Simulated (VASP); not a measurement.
# CaF2 (Fm-3m) in VASP: single point with r2SCANh

Aim: the single point of CaF2 with r2SCANh.

Everything below comes from runs of VASP 6.6.1. Logs are shortened: lines on timing, memory, paths and dates and some standing lists are left out, and cuts for length are marked.

## (1) The cell of the first run

Symmetry: Fm-3m, No. 225, cubic system. The conventional cell has a = 5.439 Å, b = 5.439 Å, c = 5.439 Å, α = 90.00°, β = 90.00°, γ = 90.00°. Ca (site symmetry m-3m) has 8 F at 2.36 Å within 3.1 Å. F (site symmetry -43m) has 4 Ca at 2.36 Å and 6 F at 2.72 Å within 3.1 Å.

## (2) Single point, r2SCANh

The input, POSCAR:

```
CaF2
1.0
    0.0000000000      2.7195928860      2.7195928860
    2.7195928860      0.0000000000      2.7195928860
    2.7195928860      2.7195928860      0.0000000000
Ca F
1 2
Direct
    0.0000000000      0.0000000000      0.0000000000
    0.2500000000      0.2500000000      0.2500000000
    0.7500000000      0.7500000000      0.7500000000
```

The input, INCAR.step1:

```
SYSTEM = CaF2
PREC = Accurate ; ENCUT = 580
EDIFF = 1E-5 ; ISMEAR = 0
SIGMA = 0.01 ; LREAL = .FALSE.
LASPH = .TRUE. ; NELM = 120
ALGO = Normal ; ISIF = 2
LWAVE = .TRUE. ; LCHARG = .FALSE.
GGA = PE ; NBANDS = 19
GGA_COMPAT = .FALSE. ; KPAR = 4
```

The input, INCAR.step2:

```
SYSTEM = CaF2
PREC = Accurate ; ENCUT = 580
EDIFF = 1E-6 ; ISMEAR = 0
SIGMA = 0.01 ; LREAL = .FALSE.
LASPH = .TRUE. ; NELM = 120
ALGO = Normal ; ISIF = 2
LWAVE = .FALSE. ; LCHARG = .FALSE.
METAGGA = R2SCAN ; LHFCALC = .TRUE.
AEXX = 0.1 ; LMIXTAU = .TRUE.
PRECFOCK = Normal ; ISTART = 1
NBANDS = 19 ; GGA_COMPAT = .FALSE.
KPAR = 4
```

The input, KPOINTS:

```
regular mesh
0
G
  6 6 6
  0 0 0
```

Potentials or basis: VASP PAW PBE potentials, release 64 (Ca_sv, F).

The run is started by

```console
$ cat potpaw_PBE.64/Ca_sv/POTCAR potpaw_PBE.64/F/POTCAR > POTCAR
$ cp INCAR.step1 INCAR
$ mpirun -np 4 vasp_std > vasp.out
$ cp INCAR.step2 INCAR
$ mpirun -np 4 vasp_std > vasp.out
```

OUTCAR:

```text
SYSTEM = CaF2
   PREC = Accurate
   ENCUT = 580
   EDIFF = 1E-6
   ISMEAR = 0
   LREAL = .FALSE.
   LASPH = .TRUE.
   NELM = 120
   ISIF = 2
   METAGGA = R2SCAN
   LHFCALC = .TRUE.
   AEXX = 0.1
   PRECFOCK = Normal
   ISTART = 1

 ion  position               nearest neighbor table
   1  0.000  0.000  0.000-   3 2.36   2 2.36   3 2.36   2 2.36   3 2.36   3 2.36   2 2.36   2 2.36

   2  0.250  0.250  0.250-   1 2.36   1 2.36   1 2.36   1 2.36
   3  0.750  0.750  0.750-   1 2.36   1 2.36   1 2.36   1 2.36

  LATTYP: Found a face centered cubic cell.
 ALAT       =     5.4391857720

  Lattice vectors:

 A1 = (   0.0000000000,   2.7195928860,   2.7195928860)
 A2 = (   2.7195928860,   0.0000000000,   2.7195928860)
 A3 = (   2.7195928860,   2.7195928860,   0.0000000000)

Analysis of symmetry for initial positions (statically):
=====================================================================
 Subroutine PRICEL returns:
 Original cell was already a primitive cell.

 Routine SETGRP: Setting up the symmetry group for a
 face centered cubic supercell.

 Subroutine GETGRP returns: Found 48 space group operations
 (whereof 48 operations were pure point group operations)
 out of a pool of 48 trial point group operations.

The static configuration has the point symmetry O_h .

Analysis of symmetry for dynamics (positions and initial velocities):
=====================================================================
 Subroutine PRICEL returns:
 Original cell was already a primitive cell.

 Routine SETGRP: Setting up the symmetry group for a
 face centered cubic supercell.

 Subroutine GETGRP returns: Found 48 space group operations
 (whereof 48 operations were pure point group operations)
 out of a pool of 48 trial point group operations.

The dynamic configuration has the point symmetry O_h .

 Subroutine INISYM returns: Found 48 space group operations
 (whereof 48 operations are pure point group operations),
 and found     1 'primitive' translations

----------------------------------------------------------------------------------------

                                     Primitive cell

  volume of cell :      40.2292

  direct lattice vectors                    reciprocal lattice vectors
     0.000000000  2.719592886  2.719592886    -0.183851047  0.183851047  0.183851047
     2.719592886  0.000000000  2.719592886     0.183851047 -0.183851047  0.183851047
     2.719592886  2.719592886  0.000000000     0.183851047  0.183851047 -0.183851047

  length of vectors
     3.846085144  3.846085144  3.846085144     0.318439355  0.318439355  0.318439355

  position of ions in fractional coordinates (direct lattice)
     0.000000000  0.000000000  0.000000000
     0.250000000  0.250000000  0.250000000
     0.750000000  0.750000000  0.750000000

  ion indices of the primitive-cell ions
   primitive index   ion index
                 1           1
                 2           2
                 3           3

----------------------------------------------------------------------------------------

 KPOINTS: regular mesh

Automatic generation of k-mesh.
 Grid dimensions read from file:
 generate k-points for:    6    6    6

 Generating k-lattice:

  Cartesian coordinates                     Fractional coordinates (reciprocal lattice)
    -0.030641841  0.030641841  0.030641841     0.166666667  0.000000000  0.000000000
     0.030641841 -0.030641841  0.030641841     0.000000000  0.166666667  0.000000000
     0.030641841  0.030641841 -0.030641841     0.000000000  0.000000000  0.166666667

  Length of vectors
     0.053073226  0.053073226  0.053073226

  Shift w.r.t. Gamma in fractional coordinates (k-lattice)
     0.000000000  0.000000000  0.000000000

 Subroutine IBZKPT returns following result:
 ===========================================

 Found     16 irreducible k-points:

 Following reciprocal coordinates:
            Coordinates               Weight
  0.000000  0.000000  0.000000      1.000000
  0.166667  0.000000  0.000000      8.000000
  0.333333  0.000000  0.000000      8.000000
  0.500000  0.000000  0.000000      4.000000
  0.166667  0.166667  0.000000      6.000000
  0.333333  0.166667  0.000000     24.000000
[... 8 lines left out ...]
 -0.333333  0.333333  0.166667     24.000000
 -0.333333  0.500000  0.166667     12.000000
   k-points           NKPTS =     16   k-points in BZ     NKDIM =    216   number of bands    NBANDS=     19
   number of dos      NEDOS =    301   number of ions     NIONS =      3
   total plane-waves  NPLWV =  27000
   dimension x,y,z NGX =    30 NGY =   30 NGZ =   30
   dimension x,y,z NGXF=    60 NGYF=   60 NGZF=   60
   ions per type =               1   2
   NGX,Y,Z   is equivalent  to a cutoff of  12.97, 12.97, 12.97 a.u.
   NGXF,Y,Z  is equivalent  to a cutoff of  25.93, 25.93, 25.93 a.u.
 SYSTEM =  CaF2
   PREC   = accura    normal or accurate (medium, high low for compatibility)
   ISTART =      1    job   : 0-new  1-cont  2-samecut
   ICHARG =      0    charge: 1-file 2-atom 10-const
   ISPIN  =      1    spin polarized calculation?
   LNONCOLLINEAR =      F non collinear calculations
   LSORBIT =      F    spin-orbit coupling
   LASPH  =      T    aspherical Exc in radial PAW
   ENCUT  =  580.0 eV  42.63 Ry    6.53 a.u.   7.55  7.55  7.55*2*pi/ulx,y,z
   NELM   =    120;   NELMIN=  2; NELMDL=  0     # of ELM steps
   EDIFF  = 0.1E-05   stopping-criterion for ELM
   LREAL  =      F    real-space projection
   EDIFFG = 0.1E-04   stopping-criterion for IOM
   NSW    =      0    number of steps for IOM
   IBRION =     -1    ionic relax: 0-MD 1-quasi-New 2-CG
   NFREE  =      0    steps in history (QN), initial steepest desc. (CG)
   ISIF   =      2    stress and relaxation
   ISYM   =      3    0-nonsym 1-usesym 2-fastsym
   POTIM  = 0.5000    time-step for ionic-motion
   TEBEG  =    0.0;   TEEND  =   0.0 temperature during run
   PSTRESS=    0.0 pullay stress
   NELECT =      24.0000    total number of electrons
   NUPDOWN=      -1.0000    fix difference up-down
   EMIN   =  10.00;   EMAX   =-10.00  energy-range for DOS
   EFERMI =   0.00;   METHOD = LEGACY
   ISMEAR =     0;   SIGMA  =   0.01  broadening in eV -4-tet -1-fermi 0-gaus
   EFERMI_NEDOS =   21; number of points for ismear=-14 and -15
   IALGO  =     38    algorithm
   IMIX   =      1    mixing-type and parameters
     AMIX     =   0.40;   BMIX     =  1.00
     AMIX_MAG =   1.60;   BMIX_MAG =  1.00
  volume/ion in A,a.u.               =      13.41        90.49
  Fermi-wavevector in a.u.,A,eV,Ry     =   1.378155  2.604335 25.841692  1.899311
  Thomas-Fermi vector in A             =   2.503242
   LORBIT       =      0    0 simple, 1 ext, 2 COOP (PROOUT), +10 PAW based schemes
   METAGGA = R2SCAN    functional components
   LHFCALC =     T    Hartree Fock is set to
   PRECFOCK=normal    Normal, Fast or Accurate (Low or Medium for compatibility)
   ENCUT4O =  -1.0   cutoff for four orbital integrals eV
   NKREDX  =     1    reduce k-point grid by
   NKREDY  =     1    reduce k-point grid by
   NKREDZ  =     1    reduce k-point grid by
   AEXX    =    0.1000 exact exchange contribution
   HFSCREEN=    0.0000 screening length (either q_TF or 0.3 A-1)
   HFSCREENC=   0.0000 screening length for correlation (either q_TF or 0.3 A-1)
   ENCUTFOCK=  -1.0 apply spherical cutoff to Coloumb kernel
   IVDW    =     0    specifies the selected vdW correction
   LEPSILON=     F    determine dielectric tensor
   LRPA    =     F    only Hartree local field effects (RPA)
 non-spin polarized calculation
 Gauss-broadening in eV      SIGMA  =   0.01
  energy-cutoff  :      580.00
  volume of cell :       40.23
 maximum number of plane-waves:      1303
  NGX = 24; NGY = 24; NGZ = 24

 number of electron      23.9999983 magnetization

 Free energy of the ion-electron system (eV)
  ---------------------------------------------------
  ext. energy  EPLUGINS =         0.00000000
  ---------------------------------------------------
  free energy    TOTEN  =       -26.69579673 eV

  energy without entropy =      -26.69579673  energy(sigma->0) =      -26.69579673

 E-fermi :  -2.1451     XC(G=0):  -9.3961

 val. band max:       -2.2152076714   @ k =   0.5000   0.5000   0.0000
 cond. band min:       6.8237552679   @ k =   0.0000   0.0000   0.0000
 fundamental gap:      9.0389629392
 Fermi energy:        -2.1451258409

 k-point     1 :       0.0000    0.0000    0.0000
  band No.  band energies     occupation
      1     -40.0315      2.00000
      2     -23.8005      2.00000
      3     -23.0155      2.00000
      4     -19.6253      2.00000
      5     -19.6253      2.00000
      6     -19.6253      2.00000
[... 11 lines left out ...]
     18      11.4012      0.00000
     19      16.7839      0.00000

 k-point     2 :       0.1667    0.0000    0.0000
  band No.  band energies     occupation
      1     -40.0222      2.00000
      2     -23.8415      2.00000
      3     -23.0870      2.00000
      4     -19.6371      2.00000
      5     -19.6371      2.00000
      6     -19.5320      2.00000
[... 11 lines left out ...]
     18      11.3264      0.00000
     19      15.6380      0.00000

 k-point     3 :       0.3333    0.0000    0.0000
  band No.  band energies     occupation
      1     -40.0034      2.00000
      2     -23.8659      2.00000
      3     -23.2950      2.00000
      4     -19.6604      2.00000
      5     -19.6604      2.00000
      6     -19.3293      2.00000
[... 11 lines left out ...]
     18      11.1782      0.00000
     19      14.1787      0.00000

 k-point     4 :       0.5000    0.0000    0.0000
  band No.  band energies     occupation
      1     -39.9940      2.00000
      2     -23.8299      2.00000
      3     -23.4495      2.00000
      4     -19.6721      2.00000
      5     -19.6721      2.00000
      6     -19.2216      2.00000
[... 231 lines left out ...]
     18      11.9349      0.00000
     19      15.3184      0.00000

 k-point    15 :      -0.3333    0.3333    0.1667
  band No.  band energies     occupation
      1     -39.9848      2.00000
      2     -23.7434      2.00000
      3     -23.6508      2.00000
      4     -19.7198      2.00000
      5     -19.4332      2.00000
      6     -19.3294      2.00000
[... 11 lines left out ...]
     18      13.0448      0.00000
     19      14.7844      0.00000

 k-point    16 :      -0.3333    0.5000    0.1667
  band No.  band energies     occupation
      1     -39.9817      2.00000
      2     -23.8811      2.00000
      3     -23.5298      2.00000
      4     -19.7434      2.00000
      5     -19.5389      2.00000
      6     -19.1934      2.00000
[... 11 lines left out ...]
     18      14.3012      0.00000
     19      14.6603      0.00000

------------------------ aborting loop because EDIFF is reached ----------------------------------------

  FORCE on cell =-STRESS in cart. coord.  units (eV):
  Direction    XX          YY          ZZ          XY          YZ          ZX
  --------------------------------------------------------------------------------------
  -------------------------------------------------------------------------------------
  Total        0.0404778      0.0404778      0.0404778      0.0000000      0.0000000     -0.0000000
  in kB        1.6120778      1.6120778      1.6120778      0.0000000      0.0000000     -0.0000000
  external PRESSURE =       1.6120778 kB  Pullay stress =       0.0000000 kB

 VOLUME and BASIS-vectors are now :
 -----------------------------------------------------------------------------
  energy-cutoff  :      580.00
  volume of cell :       40.23
      direct lattice vectors                 reciprocal lattice vectors
     0.000000000  2.719592886  2.719592886    -0.183851047  0.183851047  0.183851047
     2.719592886  0.000000000  2.719592886     0.183851047 -0.183851047  0.183851047
     2.719592886  2.719592886  0.000000000     0.183851047  0.183851047 -0.183851047

 POSITION                                       TOTAL-FORCE (eV/Angst)
 -----------------------------------------------------------------------------------
      0.00000      0.00000      0.00000         0.000000     -0.000000      0.000000
      1.35980      1.35980      1.35980         0.000000      0.000000      0.000000
      4.07939      4.07939      4.07939        -0.000000     -0.000000     -0.000000
 -----------------------------------------------------------------------------------
    total drift:                               -0.000000      0.000000      0.000000

  FREE ENERGIE OF THE ION-ELECTRON SYSTEM (eV)
  ---------------------------------------------------
  free  energy   TOTEN  =       -26.6957967315 eV

  energy  without entropy=      -26.6957967315  energy(sigma->0) =      -26.69579673
```

Wall time 23 min (4 MPI ranks of Intel Xeon Platinum 8259CL at 2.50GHz (Skylake/Cascade Lake), shared host); peak memory 0.2 GiB.

What came out:

```yaml
Free_energy: -26.6958 eV
Pressure: 0.2 GPa
Band_gap_on_the_k_mesh: 9.04 eV (least direct gap 9.30 eV)
```

Caveat: the PAW data sets were made with another functional, which shifts forces and pressure a little.
